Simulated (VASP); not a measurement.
# ZnO (P6_3mc) in VASP: notebook

ZnO is run at these levels: LDA, r2SCAN; tasks: single point.

All numbers are computed with VASP 6.6.1; they aren't measurements. Logs are shortened: lines on timing, memory, paths and dates and some standing lists are left out, and cuts for length are marked.

**1. The cell of the first run**

It takes space group P6_3mc (No. 186, hexagonal). Conventional cell: a = 3.279 Å, b = 3.279 Å, c = 5.293 Å, α = 90.00°, β = 90.00°, γ = 120.00°. Zn (site symmetry 3m) has 4 O at 2.00 to 2.01 Å within 2.6 Å. Within 2.6 Å of O (site symmetry 3m) lie 4 Zn at 2.00 to 2.01 Å.

**2. Single point, LDA**

INCAR

```
SYSTEM = ZnO
ALGO = Normal
EDIFF = 1E-6
ENCUT = 520
GGA = CA
ISIF = 2
ISMEAR = 0
LASPH = .True.
LCHARG = .True.
LELF = .True.
LREAL = .False.
LVHAR = .True.
LWAVE = .False.
NBANDS = 26
NELM = 80
PREC = Accurate
SIGMA = 0.02
```

KPOINTS

```
k-points
0
Gamma
  12 12 6
  0 0 0
```

POSCAR

```
ZnO
1.0
    3.2794963806      0.0000000000      0.0000000000
   -1.6397481903      2.8401271772      0.0000000000
    0.0000000000      0.0000000000      5.2933196413
Zn O
2 2
Direct
    0.3333333333      0.6666666667      0.4999697863
    0.6666666667      0.3333333333     -0.0000302137
    0.6666666667      0.3333333333      0.3790402137
    0.3333333333      0.6666666667      0.8790402137
```

Potentials or basis: VASP PAW LDA potentials, release 64 (Zn, O).

Started as:

```bash
> cat potpaw_LDA.64/Zn/POTCAR potpaw_LDA.64/O/POTCAR > POTCAR
> mpirun -np 1 vasp_std > vasp.out
```

OUTCAR:

```text
SYSTEM = ZnO
   EDIFF = 1E-6
   ENCUT = 520
   GGA = CA
   ISIF = 2
   ISMEAR = 0
   LASPH = .True.
   LREAL = .False.
   NELM = 80
   PREC = Accurate

 ion  position               nearest neighbor table
   1  0.333  0.667  0.500-   3 2.00   3 2.00   3 2.00   4 2.01
   2  0.667  0.333  1.000-   4 2.00   4 2.00   4 2.00   3 2.01
   3  0.667  0.333  0.379-   1 2.00   1 2.00   1 2.00   2 2.01
   4  0.333  0.667  0.879-   2 2.00   2 2.00   2 2.00   1 2.01

  LATTYP: Found a hexagonal cell.
 ALAT       =     3.2794963806
 C/A-ratio  =     1.6140647914

  Lattice vectors:

 A1 = (   3.2794963806,   0.0000000000,   0.0000000000)
 A2 = (  -1.6397481903,   2.8401271772,   0.0000000000)
 A3 = (   0.0000000000,   0.0000000000,   5.2933196413)

Analysis of symmetry for initial positions (statically):
=====================================================================
 Subroutine PRICEL returns:
 Original cell was already a primitive cell.

 Routine SETGRP: Setting up the symmetry group for a
 hexagonal supercell.

 Subroutine GETGRP returns: Found 12 space group operations
 (whereof  6 operations were pure point group operations)
 out of a pool of 24 trial point group operations.

The static configuration has the point symmetry C_3v.
 The point group associated with its full space group is C_6v.

Analysis of symmetry for dynamics (positions and initial velocities):
=====================================================================
 Subroutine PRICEL returns:
 Original cell was already a primitive cell.

 Routine SETGRP: Setting up the symmetry group for a
 hexagonal supercell.

 Subroutine GETGRP returns: Found 12 space group operations
 (whereof  6 operations were pure point group operations)
 out of a pool of 24 trial point group operations.

The dynamic configuration has the point symmetry C_3v.
 The point group associated with its full space group is C_6v.

 Subroutine INISYM returns: Found 12 space group operations
 (whereof  6 operations are pure point group operations),
 and found     1 'primitive' translations

----------------------------------------------------------------------------------------

                                     Primitive cell

  volume of cell :      49.3030

  direct lattice vectors                    reciprocal lattice vectors
     3.279496381  0.000000000  0.000000000     0.304924868  0.176048454  0.000000000
    -1.639748190  2.840127177  0.000000000     0.000000000  0.352096909  0.000000000
     0.000000000  0.000000000  5.293319641     0.000000000  0.000000000  0.188917365

  length of vectors
     3.279496381  3.279496381  5.293319641     0.352096909  0.352096909  0.188917365

  position of ions in fractional coordinates (direct lattice)
     0.333333333  0.666666667  0.499969786
     0.666666667  0.333333333  0.999969786
     0.666666667  0.333333333  0.379040214
     0.333333333  0.666666667  0.879040214

  ion indices of the primitive-cell ions
   primitive index   ion index
                 1           1
                 2           2
                 3           3
                 4           4

----------------------------------------------------------------------------------------

 KPOINTS: k-points

Automatic generation of k-mesh.
 Grid dimensions read from file:
 generate k-points for:   12   12    6

 Generating k-lattice:

  Cartesian coordinates                     Fractional coordinates (reciprocal lattice)
     0.025410406  0.014670705  0.000000000     0.083333333  0.000000000  0.000000000
     0.000000000  0.029341409  0.000000000     0.000000000  0.083333333  0.000000000
     0.000000000  0.000000000  0.031486228     0.000000000  0.000000000  0.166666667

  Length of vectors
     0.029341409  0.029341409  0.031486228

  Shift w.r.t. Gamma in fractional coordinates (k-lattice)
     0.000000000  0.000000000  0.000000000

 Subroutine IBZKPT returns following result:
 ===========================================

 Found     76 irreducible k-points:

 Following reciprocal coordinates:
            Coordinates               Weight
  0.000000  0.000000  0.000000      1.000000
  0.083333 -0.000000  0.000000      6.000000
  0.166667 -0.000000  0.000000      6.000000
  0.250000 -0.000000  0.000000      6.000000
  0.333333 -0.000000  0.000000      6.000000
  0.416667 -0.000000  0.000000      6.000000
[... 16 lines left out ...]
  0.250000 -0.000000  0.166667     12.000000
  0.333333 -0.000000  0.166667     12.000000
 [... further k-points ...]
   k-points           NKPTS =     76   k-points in BZ     NKDIM =     76   number of bands    NBANDS=     26
   number of dos      NEDOS =    301   number of ions     NIONS =      4
   total plane-waves  NPLWV =  23040
   dimension x,y,z NGX =    24 NGY =   24 NGZ =   40
   dimension x,y,z NGXF=    48 NGYF=   48 NGZF=   80
   ions per type =               2   2
   NGX,Y,Z   is equivalent  to a cutoff of  12.17, 12.17, 12.56 a.u.
   NGXF,Y,Z  is equivalent  to a cutoff of  24.33, 24.33, 25.13 a.u.
 SYSTEM =  ZnO
   PREC   = accura    normal or accurate (medium, high low for compatibility)
   ISTART =      0    job   : 0-new  1-cont  2-samecut
   ICHARG =      2    charge: 1-file 2-atom 10-const
   ISPIN  =      1    spin polarized calculation?
   LNONCOLLINEAR =      F non collinear calculations
   LSORBIT =      F    spin-orbit coupling
   LASPH  =      T    aspherical Exc in radial PAW
   ENCUT  =  520.0 eV  38.22 Ry    6.18 a.u.   6.10  6.10  9.84*2*pi/ulx,y,z
   NELM   =     80;   NELMIN=  2; NELMDL= -5     # of ELM steps
   EDIFF  = 0.1E-05   stopping-criterion for ELM
   LREAL  =      F    real-space projection
[... 7 lines left out ...]
   TEBEG  =    0.0;   TEEND  =   0.0 temperature during run
   PSTRESS=    0.0 pullay stress
   NELECT =      36.0000    total number of electrons
   NUPDOWN=      -1.0000    fix difference up-down
   EMIN   =  10.00;   EMAX   =-10.00  energy-range for DOS
   EFERMI =   0.00;   METHOD = LEGACY
   ISMEAR =     0;   SIGMA  =   0.02  broadening in eV -4-tet -1-fermi 0-gaus
   EFERMI_NEDOS =   21; number of points for ismear=-14 and -15
   IALGO  =     38    algorithm
   IMIX   =      4    mixing-type and parameters
     AMIX     =   0.40;   BMIX     =  1.00
     AMIX_MAG =   1.60;   BMIX_MAG =  1.00
  volume/ion in A,a.u.               =      12.33        83.18
  Fermi-wavevector in a.u.,A,eV,Ry     =   1.474183  2.785801 29.568380  2.173215
  Thomas-Fermi vector in A             =   2.588985
   LORBIT       =      0    0 simple, 1 ext, 2 COOP (PROOUT), +10 PAW based schemes
   GGA     = CA    functional components
   LHFCALC =     F    Hartree Fock is set to
   AEXX    =    0.0000 exact exchange contribution
   IVDW    =     0    specifies the selected vdW correction
   LEPSILON=     F    determine dielectric tensor
   LRPA    =     F    only Hartree local field effects (RPA)
 non-spin polarized calculation
 Gauss-broadening in eV      SIGMA  =   0.02
  energy-cutoff  :      520.00
  volume of cell :       49.30
 maximum number of plane-waves:      1350
   NGX = 13   NGY = 13   NGZ = 19

 number of electron      36.0000039 magnetization

 Free energy of the ion-electron system (eV)
  ---------------------------------------------------
  ext. energy  EPLUGINS =         0.00000000
  ---------------------------------------------------
  free energy    TOTEN  =       -21.03700359 eV

  energy without entropy =      -21.03700359  energy(sigma->0) =      -21.03700359

 E-fermi :   0.6799     XC(G=0): -11.2790

 val. band max:        0.5647336567   @ k =   0.0000   0.0000   0.0000
 cond. band min:       1.2398368037   @ k =   0.0000   0.0000   0.0000
 fundamental gap:      0.6751031469
 Fermi energy:         0.6798704370

 k-point     1 :       0.0000    0.0000    0.0000
  band No.  band energies     occupation
      1     -16.9615      2.00000
      2     -16.2512      2.00000
      3      -5.0493      2.00000
      4      -5.0493      2.00000
      5      -5.0112      2.00000
      6      -4.8884      2.00000
[... 18 lines left out ...]
     25      14.2942      0.00000
     26      14.2942      0.00000

 k-point     2 :       0.0833   -0.0000    0.0000
  band No.  band energies     occupation
      1     -16.9236      2.00000
      2     -16.2342      2.00000
      3      -5.0899      2.00000
      4      -5.0280      2.00000
      5      -4.9866      2.00000
      6      -4.8773      2.00000
[... 18 lines left out ...]
     25      14.2087      0.00000
     26      14.3794      0.00000

 k-point     3 :       0.1667   -0.0000    0.0000
  band No.  band energies     occupation
      1     -16.8166      2.00000
      2     -16.1887      2.00000
      3      -5.1823      2.00000
      4      -4.9723      2.00000
      5      -4.9499      2.00000
      6      -4.8673      2.00000
[... 18 lines left out ...]
     25      14.1874      0.00000
     26      14.4668      0.00000

 k-point     4 :       0.2500   -0.0000    0.0000
  band No.  band energies     occupation
      1     -16.6614      2.00000
      2     -16.1311      2.00000
      3      -5.2750      2.00000
      4      -4.9585      2.00000
      5      -4.9046      2.00000
      6      -4.7812      2.00000
[... 18 lines left out ...]
     25      13.5245      0.00000
     26      14.3373      0.00000
[... 496 lines left out ...]
      1     -16.7760      2.00000
      2     -16.2321      2.00000
      3      -5.2105      2.00000
      4      -5.0209      2.00000
      5      -4.9631      2.00000
      6      -4.9106      2.00000
[... 18 lines left out ...]
     25      13.3914      0.00000
     26      14.2724      0.00000

 k-point    23 :       0.2500   -0.0000    0.1667
  band No.  band energies     occupation
      1     -16.6262      2.00000
      2     -16.1667      2.00000
      3      -5.3025      2.00000
      4      -5.0422      2.00000
      5      -4.8909      2.00000
      6      -4.8052      2.00000
[... 18 lines left out ...]
     25      13.5284      0.00000
     26      14.2136      0.00000

 k-point    24 :       0.3333   -0.0000    0.1667
  band No.  band energies     occupation
      1     -16.4624      2.00000
      2     -16.1098      2.00000
      3      -5.3440      2.00000
      4      -5.0696      2.00000
      5      -4.8306      2.00000
      6      -4.6729      2.00000
[... 18 lines left out ...]
     25      13.6007      0.00000
     26      14.1576      0.00000

 [... further k-points ...]
[... 5 lines left out ...]
  --------------------------------------------------------------------------------------
  -------------------------------------------------------------------------------------
  Total       -3.2150120     -3.2150120     -3.1631745      0.0000000      0.0000000      0.0000000
  in kB     -104.4768613   -104.4768613   -102.7923215      0.0000000      0.0000000      0.0000000
  external PRESSURE =    -103.9153481 kB  Pullay stress =       0.0000000 kB

 VOLUME and BASIS-vectors are now :
 -----------------------------------------------------------------------------
  energy-cutoff  :      520.00
  volume of cell :       49.30
      direct lattice vectors                 reciprocal lattice vectors
     3.279496381  0.000000000  0.000000000     0.304924868  0.176048454  0.000000000
    -1.639748190  2.840127177  0.000000000     0.000000000  0.352096909  0.000000000
     0.000000000  0.000000000  5.293319641     0.000000000  0.000000000  0.188917365

 POSITION                                       TOTAL-FORCE (eV/Angst)
 -----------------------------------------------------------------------------------
     -0.00000      1.89342      2.64650        -0.000000     -0.000000      0.003904
      1.63975      0.94671      5.29316        -0.000000     -0.000000      0.003904
      1.63975      0.94671      2.00638        -0.000000     -0.000000     -0.003904
     -0.00000      1.89342      4.65304         0.000000      0.000000     -0.003904
 -----------------------------------------------------------------------------------
    total drift:                               -0.000001     -0.000001     -0.000027

  FREE ENERGIE OF THE ION-ELECTRON SYSTEM (eV)
  ---------------------------------------------------
  free  energy   TOTEN  =       -21.0370035921 eV

  energy  without entropy=      -21.0370035921  energy(sigma->0) =      -21.03700359
```

Wall time 1.9 min (1 thread of AMD EPYC 7R13, shared host); peak memory 0.17 GiB.

Results:

| Quantity | Value |
| --- | --- |
| Free energy | -21.0370 eV |
| Pressure | -10.4 GPa |
| Largest force | 0.004 eV/Å |
| Band gap on the k mesh | 0.68 eV |

Forces on the atoms (eV/Å):
```
Zn   0.000  0.000  0.004
Zn   0.000  0.000  0.004
O    0.000  0.000 -0.004
O    0.000  0.000 -0.004
```

Stress tensor (GPa, compression positive):
```
-10.45   0.00   0.00
  0.00 -10.45   0.00
  0.00   0.00 -10.28
```

Caveat: the cell stands under tension; semilocal functionals underestimate gaps, and a narrow one can read as zero. A hybrid or GW would open this gap; LDA tends to underestimate it.

**3. Single point, r2SCAN**

POSCAR is that of step 2.

INCAR.step1

```
  PREC = Accurate
  ENCUT = 520
  ISMEAR = 0
  SIGMA = 0.02
  LREAL = False
  LASPH = True
  NELM = 60
  NBANDS = 26
  GGA = PE
  ALGO = Normal
  EDIFF = 1E-4
  LWAVE = True
  LCHARG = False
```

INCAR.step2

```
  PREC = Accurate
  ENCUT = 520
  EDIFF = 1E-7
  ISMEAR = 0
  SIGMA = 0.02
  LREAL = False
  LASPH = True
  NELM = 60
  ALGO = Normal
  ISIF = 2
  LWAVE = False
  LCHARG = False
  METAGGA = R2SCAN
  LMIXTAU = True
  NBANDS = 26
  ISTART = 1
```

KPOINTS

```
Automatic mesh
0
Gamma
  12 12 6
```

Potentials or basis: VASP PAW PBE potentials, release 64 (Zn, O).

Started as:

```bash
> cat potpaw_PBE.64/Zn/POTCAR potpaw_PBE.64/O/POTCAR > POTCAR
> cp INCAR.step1 INCAR
> mpirun -np 1 vasp_std > vasp.out
> cp INCAR.step2 INCAR
> mpirun -np 1 vasp_std > vasp.out
```

OUTCAR:

```text
PREC = Accurate
   ENCUT = 520
   EDIFF = 1E-7
   ISMEAR = 0
   LREAL = False
   LASPH = True
   NELM = 60
   ISIF = 2
   METAGGA = R2SCAN
   ISTART = 1

 ion  position               nearest neighbor table
   1  0.333  0.667  0.500-   3 2.00   3 2.00   3 2.00   4 2.01
   2  0.667  0.333  1.000-   4 2.00   4 2.00   4 2.00   3 2.01
   3  0.667  0.333  0.379-   1 2.00   1 2.00   1 2.00   2 2.01
   4  0.333  0.667  0.879-   2 2.00   2 2.00   2 2.00   1 2.01

  LATTYP: Found a hexagonal cell.
 ALAT       =     3.2794963806
 C/A-ratio  =     1.6140647914

  Lattice vectors:

 A1 = (   3.2794963806,   0.0000000000,   0.0000000000)
 A2 = (  -1.6397481903,   2.8401271772,   0.0000000000)
 A3 = (   0.0000000000,   0.0000000000,   5.2933196413)

Analysis of symmetry for initial positions (statically):
=====================================================================
 Subroutine PRICEL returns:
 Original cell was already a primitive cell.

[... 166 lines left out ...]

 Free energy of the ion-electron system (eV)
  ---------------------------------------------------
  ext. energy  EPLUGINS =         0.00000000
  ---------------------------------------------------
  free energy    TOTEN  =       -36.29042415 eV

  energy without entropy =      -36.29042415  energy(sigma->0) =      -36.29042415

 E-fermi :   0.6433     XC(G=0): -11.4588

 val. band max:        0.5344532355   @ k =   0.0000   0.0000   0.0000
 cond. band min:       1.6997217799   @ k =   0.0000   0.0000   0.0000
 fundamental gap:      1.1652685443
 Fermi energy:         0.6433417005

 k-point     1 :       0.0000    0.0000    0.0000
  band No.  band energies     occupation
      1     -18.2655      2.00000
      2     -17.6331      2.00000
      3      -5.1172      2.00000
      4      -5.1172      2.00000
      5      -5.0754      2.00000
      6      -4.9211      2.00000
[... 685 lines left out ...]
     25      14.5716      0.00000
     26      15.1932      0.00000

 [... further k-points ...]
[... 5 lines left out ...]
  --------------------------------------------------------------------------------------
  -------------------------------------------------------------------------------------
  Total       -1.5306953     -1.5306953     -1.5690972      0.0000000     -0.0000000      0.0000000
  in kB      -49.7423453    -49.7423453    -50.9902750      0.0000000     -0.0000000      0.0000000
  external PRESSURE =     -50.1583218 kB  Pullay stress =       0.0000000 kB

 VOLUME and BASIS-vectors are now :
 -----------------------------------------------------------------------------
  energy-cutoff  :      520.00
  volume of cell :       49.30
      direct lattice vectors                 reciprocal lattice vectors
     3.279496381  0.000000000  0.000000000     0.304924868  0.176048454  0.000000000
    -1.639748190  2.840127177  0.000000000     0.000000000  0.352096909  0.000000000
     0.000000000  0.000000000  5.293319641     0.000000000  0.000000000  0.188917365

 POSITION                                       TOTAL-FORCE (eV/Angst)
 -----------------------------------------------------------------------------------
     -0.00000      1.89342      2.64650        -0.000000     -0.000000     -0.017479
      1.63975      0.94671      5.29316         0.000000      0.000000     -0.017479
      1.63975      0.94671      2.00638         0.000000      0.000000      0.017479
     -0.00000      1.89342      4.65304         0.000000      0.000000      0.017479
 -----------------------------------------------------------------------------------
    total drift:                               -0.000000     -0.000001     -0.078625

  FREE ENERGIE OF THE ION-ELECTRON SYSTEM (eV)
  ---------------------------------------------------
  free  energy   TOTEN  =       -36.2904241535 eV

  energy  without entropy=      -36.2904241535  energy(sigma->0) =      -36.29042415
```

It took 8.7 min on 1 thread of AMD EPYC 7R13, shared host; peak memory 0.2 GiB.

Results:

| Quantity | Value |
| --- | --- |
| Free energy | -36.2904 eV |
| Pressure | -5.0 GPa |
| Largest force | 0.017 eV/Å |
| Band gap on the k mesh | 1.17 eV |

Forces on the atoms (eV/Å):
```
Zn   0.000  0.000 -0.017
Zn   0.000  0.000 -0.017
O    0.000  0.000  0.017
O    0.000  0.000  0.017
```

Caveat: the cell stands under tension; the PAW data sets were made with another functional, which shifts forces and pressure a little. r2SCAN opens gaps a little over a GGA but as a rule still falls short of measured ones.

[end of part 1 of 2]
